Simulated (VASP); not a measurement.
# NaF (Fmmm) in VASP: a series of runs, part 2 of 2

VASP 6.6.1. Earlier steps stand in the parts before.

**4. Single point, PBE (strain +0.0562 x Voigt [1, -1, 0, 0, 0, 0])**

INCAR

```
PREC = Accurate ; ENCUT = 520
EDIFF = 1E-6 ; ISMEAR = 0
SIGMA = 0.05 ; LREAL = False
LASPH = True ; NELM = 100
ALGO = Normal ; ISIF = 2
LWAVE = False ; LCHARG = False
GGA = PE ; NBANDS = 14
```

KPOINTS

```
Automatic mesh
0
Gamma
  8 8 8
```

POSCAR

```
NaF
1.0
    0.0000000000      2.1927305400      2.3233000000
    2.4538694600      0.0000000000      2.3233000000
    2.4538694600      2.1927305400      0.0000000000
Na F
1 1
Direct
    0.0000000000      0.0000000000      0.0000000000
    0.5000000000      0.5000000000      0.5000000000
```

Potentials or basis: VASP PAW PBE potentials, release 64 (Na_pv, F).

Launch:

```
$ cat potpaw_PBE.64/Na_pv/POTCAR potpaw_PBE.64/F/POTCAR > POTCAR
$ mpirun -np 1 vasp_std > vasp.out
```

OUTCAR:

```text
PREC = Accurate
   ENCUT = 520
   EDIFF = 1E-6
   ISMEAR = 0
   LREAL = False
   LASPH = True
   NELM = 100
   ISIF = 2
   GGA = PE

 ion  position               nearest neighbor table
   1  0.000  0.000  0.000-   2 2.19   2 2.19   2 2.32   2 2.32
   2  0.500  0.500  0.500-   1 2.19   1 2.19   1 2.32   1 2.32

  LATTYP: Found a face centered orthorhombic cell.
 ALAT       =     4.3854610800
 B/A-ratio  =     1.0595465141
 C/A-ratio  =     1.1190930282

  Lattice vectors:

 A1 = (  -2.4538694600,   0.0000000000,  -2.3233000000)
 A2 = (  -2.4538694600,   2.1927305400,   0.0000000000)
 A3 = (   0.0000000000,   2.1927305400,  -2.3233000000)

Analysis of symmetry for initial positions (statically):
=====================================================================
 Subroutine PRICEL returns:
 Original cell was already a primitive cell.

 Routine SETGRP: Setting up the symmetry group for a
 face centered orthorhombic supercell.

 Subroutine GETGRP returns: Found  8 space group operations
 (whereof  8 operations were pure point group operations)
 out of a pool of  8 trial point group operations.

The static configuration has the point symmetry D_2h.

Analysis of symmetry for dynamics (positions and initial velocities):
=====================================================================
 Subroutine PRICEL returns:
 Original cell was already a primitive cell.

 Routine SETGRP: Setting up the symmetry group for a
 face centered orthorhombic supercell.

 Subroutine GETGRP returns: Found  8 space group operations
 (whereof  8 operations were pure point group operations)
 out of a pool of  8 trial point group operations.

The dynamic configuration has the point symmetry D_2h.

 Subroutine INISYM returns: Found  8 space group operations
 (whereof  8 operations are pure point group operations),
 and found     1 'primitive' translations

----------------------------------------------------------------------------------------

                                     Primitive cell

  volume of cell :      25.0018

  direct lattice vectors                    reciprocal lattice vectors
     0.000000000  2.192730540  2.323300000    -0.203759820  0.228026194  0.215211122
     2.453869460  0.000000000  2.323300000     0.203759820 -0.228026194  0.215211122
     2.453869460  2.192730540  0.000000000     0.203759820  0.228026194 -0.215211122

  length of vectors
     3.194650233  3.379230418  3.290827031     0.373938279  0.373938279  0.373938279

  position of ions in fractional coordinates (direct lattice)
     0.000000000  0.000000000  0.000000000
     0.500000000  0.500000000  0.500000000

  ion indices of the primitive-cell ions
   primitive index   ion index
                 1           1
                 2           2

----------------------------------------------------------------------------------------

 KPOINTS: Automatic mesh

Automatic generation of k-mesh.
 Grid dimensions read from file:
 generate k-points for:    8    8    8

 Generating k-lattice:

  Cartesian coordinates                     Fractional coordinates (reciprocal lattice)
    -0.025469978  0.028503274  0.026901390     0.125000000 -0.000000000  0.000000000
     0.025469978 -0.028503274  0.026901390    -0.000000000  0.125000000  0.000000000
     0.025469978  0.028503274 -0.026901390     0.000000000  0.000000000  0.125000000

  Length of vectors
     0.046742285  0.046742285  0.046742285

  Shift w.r.t. Gamma in fractional coordinates (k-lattice)
     0.000000000  0.000000000  0.000000000

 Subroutine IBZKPT returns following result:
 ===========================================

 Found     95 irreducible k-points:

 Following reciprocal coordinates:
            Coordinates               Weight
  0.000000  0.000000  0.000000      1.000000
  0.125000 -0.000000  0.000000      8.000000
  0.250000 -0.000000  0.000000      8.000000
  0.375000  0.000000  0.000000      8.000000
  0.500000 -0.000000  0.000000      4.000000
  0.125000  0.125000  0.000000      2.000000
[... 16 lines left out ...]
  0.250000 -0.000000  0.125000      8.000000
  0.375000  0.000000  0.125000      8.000000
 [... further k-points ...]
   k-points           NKPTS =     95   k-points in BZ     NKDIM =     95   number of bands    NBANDS=     14
   number of dos      NEDOS =    301   number of ions     NIONS =      2
   total plane-waves  NPLWV =  16128
   dimension x,y,z NGX =    24 NGY =   28 NGZ =   24
   dimension x,y,z NGXF=    48 NGYF=   56 NGZF=   48
   ions per type =               1   1
   NGX,Y,Z   is equivalent  to a cutoff of  12.49, 13.77, 12.12 a.u.
   NGXF,Y,Z  is equivalent  to a cutoff of  24.98, 27.55, 24.25 a.u.
 SYSTEM =  unknown system
   PREC   = accura    normal or accurate (medium, high low for compatibility)
   ISTART =      0    job   : 0-new  1-cont  2-samecut
   ICHARG =      2    charge: 1-file 2-atom 10-const
   ISPIN  =      1    spin polarized calculation?
   LNONCOLLINEAR =      F non collinear calculations
   LSORBIT =      F    spin-orbit coupling
   LASPH  =      T    aspherical Exc in radial PAW
   ENCUT  =  520.0 eV  38.22 Ry    6.18 a.u.   5.94  6.28  6.12*2*pi/ulx,y,z
   NELM   =    100;   NELMIN=  2; NELMDL= -5     # of ELM steps
   EDIFF  = 0.1E-05   stopping-criterion for ELM
   LREAL  =      F    real-space projection
   EDIFFG = 0.1E-04   stopping-criterion for IOM
   NSW    =      0    number of steps for IOM
   IBRION =     -1    ionic relax: 0-MD 1-quasi-New 2-CG
   NFREE  =      0    steps in history (QN), initial steepest desc. (CG)
   ISIF   =      2    stress and relaxation
   ISYM   =      2    0-nonsym 1-usesym 2-fastsym
   POTIM  = 0.5000    time-step for ionic-motion
   TEBEG  =    0.0;   TEEND  =   0.0 temperature during run
   PSTRESS=    0.0 pullay stress
   NELECT =      14.0000    total number of electrons
   NUPDOWN=      -1.0000    fix difference up-down
   EMIN   =  10.00;   EMAX   =-10.00  energy-range for DOS
   EFERMI =   0.00;   METHOD = LEGACY
   ISMEAR =     0;   SIGMA  =   0.05  broadening in eV -4-tet -1-fermi 0-gaus
   EFERMI_NEDOS =   21; number of points for ismear=-14 and -15
   IALGO  =     38    algorithm
   IMIX   =      4    mixing-type and parameters
     AMIX     =   0.40;   BMIX     =  1.00
     AMIX_MAG =   1.60;   BMIX_MAG =  1.00
  volume/ion in A,a.u.               =      12.50        84.36
  Fermi-wavevector in a.u.,A,eV,Ry     =   1.349357  2.549915 24.772999  1.820764
  Thomas-Fermi vector in A             =   2.476950
   LORBIT       =      0    0 simple, 1 ext, 2 COOP (PROOUT), +10 PAW based schemes
   GGA     = PE    functional components
   LHFCALC =     F    Hartree Fock is set to
   AEXX    =    0.0000 exact exchange contribution
   IVDW    =     0    specifies the selected vdW correction
   LEPSILON=     F    determine dielectric tensor
   LRPA    =     F    only Hartree local field effects (RPA)
 non-spin polarized calculation
 Gauss-broadening in eV      SIGMA  =   0.05
  energy-cutoff  :      520.00
  volume of cell :       25.00
 maximum number of plane-waves:       696
   NGX = 11   NGY = 13   NGZ = 13

 number of electron      13.9999992 magnetization

 Free energy of the ion-electron system (eV)
  ---------------------------------------------------
  ext. energy  EPLUGINS =         0.00000000
  ---------------------------------------------------
  free energy    TOTEN  =        -8.51889417 eV

  energy without entropy =       -8.51889417  energy(sigma->0) =       -8.51889417

 E-fermi :  -1.7580     XC(G=0):  -9.1181

 val. band max:       -2.1046061300   @ k =   0.0000   0.0000   0.0000
 cond. band min:       4.1468429226   @ k =   0.0000   0.0000   0.0000
 fundamental gap:      6.2514490526
 Fermi energy:        -1.7580474860

 k-point     1 :       0.0000    0.0000    0.0000
  band No.  band energies     occupation
      1     -21.2848      2.00000
      2     -21.0582      2.00000
      3     -21.0330      2.00000
      4     -21.0192      2.00000
      5      -2.1139      2.00000
      6      -2.1115      2.00000
      7      -2.1046      2.00000
      8       4.1468      0.00000
      9      16.5307      0.00000
     10      16.9267      0.00000
     11      17.3147      0.00000
     12      19.7895      0.00000
     13      20.5319      0.00000
     14      23.3360      0.00000
[... 375 lines left out ...]
 k-point    24 :       0.3750    0.0000    0.1250
  band No.  band energies     occupation
      1     -21.8629      2.00000
      2     -21.0806      2.00000
      3     -21.0486      2.00000
      4     -20.3050      2.00000
      5      -3.3645      2.00000
      6      -2.3875      2.00000
      7      -2.3741      2.00000
      8       7.4895      0.00000
      9      11.6215      0.00000
     10      16.9510      0.00000
     11      17.4978      0.00000
     12      19.3990      0.00000
     13      21.1521      0.00000
     14      24.1094      0.00000

 [... further k-points ...]
[... 5 lines left out ...]
  --------------------------------------------------------------------------------------
  -------------------------------------------------------------------------------------
  Total       -0.2571385      1.3594649      0.2909027      0.0000000     -0.0000000      0.0000000
  in kB      -16.4780447     87.1177370     18.6417351      0.0000000     -0.0000000      0.0000000
  external PRESSURE =      29.7604758 kB  Pullay stress =       0.0000000 kB

 VOLUME and BASIS-vectors are now :
 -----------------------------------------------------------------------------
  energy-cutoff  :      520.00
  volume of cell :       25.00
      direct lattice vectors                 reciprocal lattice vectors
     0.000000000  2.192730540  2.323300000    -0.203759820  0.228026194  0.215211122
     2.453869460  0.000000000  2.323300000     0.203759820 -0.228026194  0.215211122
     2.453869460  2.192730540  0.000000000     0.203759820  0.228026194 -0.215211122

 POSITION                                       TOTAL-FORCE (eV/Angst)
 -----------------------------------------------------------------------------------
      0.00000      0.00000      0.00000        -0.000000     -0.000000      0.000000
      2.45387      2.19273      2.32330         0.000000      0.000000     -0.000000
 -----------------------------------------------------------------------------------
    total drift:                                0.000000     -0.000000      0.000000

  FREE ENERGIE OF THE ION-ELECTRON SYSTEM (eV)
  ---------------------------------------------------
  free  energy   TOTEN  =        -8.5188941677 eV

  energy  without entropy=       -8.5188941677  energy(sigma->0) =       -8.51889417
```

stdout:

```text
POSCAR found type information on POSCAR NaF
 POSCAR found :  2 types and       2 ions
 scaLAPACK will be used
 LDA part: xc-table for (Slater+PW92), standard interpolation
 POSCAR, INCAR and KPOINTS ok, starting setup
 FFT: planning ... GRIDC
 FFT: planning ... GRID_SOFT
 FFT: planning ... GRID
 WAVECAR not read
 entering main loop
```

It took 14 s on 1 thread of Intel Xeon Platinum 8488C (Sapphire Rapids), shared host; peak memory 0.15 GiB.

Results:

```yaml
Free_energy: -8.5189 eV
Pressure: 3.0 GPa
Band_gap_on_the_k_mesh: 6.25 eV, direct
```

Stress tensor (GPa, compression positive):
```
-1.65  0.00  0.00
 0.00  8.71  0.00
 0.00  0.00  1.86
```

Levels at points of the mesh, in eV from the valence-band top:
```tsv
k point	band 5	band 6	band 7	band 8	band 9	band 10
(0.00, 0.00, 0.00)	-0.01	-0.01	0.00	6.25	18.64	19.03
(0.50, 0.00, 0.00)	-1.58	-0.30	-0.23	10.74	12.40	19.24
(0.50, 0.50, 0.00)	-1.28	-0.47	-0.32	13.09	13.40	13.52
(0.50, 0.00, 0.50)	-1.16	-0.55	-0.45	12.78	13.84	13.90
(0.00, 0.50, 0.50)	-1.35	-0.35	-0.28	12.37	13.38	13.87
```

Caveat: the cell differs from its parent crystal (strain +0.0562 x Voigt [1, -1, 0, 0, 0, 0]).

**5. Summary**

```tsv
cell	gap on the mesh (eV)	pressure (GPa)
a = 3.411, b = 3.165, c = 3.295 Å, angles 63.7, 56.3, 60.0°, 2 atoms	6.25	4.1
a = 3.225, b = 3.348, c = 3.288 Å, angles 58.1, 61.9, 60.0°, 2 atoms	6.25	2.2
a = 3.195, b = 3.379, c = 3.291 Å, angles 57.2, 62.8, 60.0°, 2 atoms	6.25	3.0
```

Alike in all rows: task single point; level PBE; potentials or basis VASP PAW PBE potentials, release 64 (Na_pv, F); no spin polarisation; k mesh 8 × 8 × 8; cutoff (eV) 520; smearing gaussian 0.05 eV.

Total energies depend on the potentials used, so only differences within one code and one set of settings carry meaning.
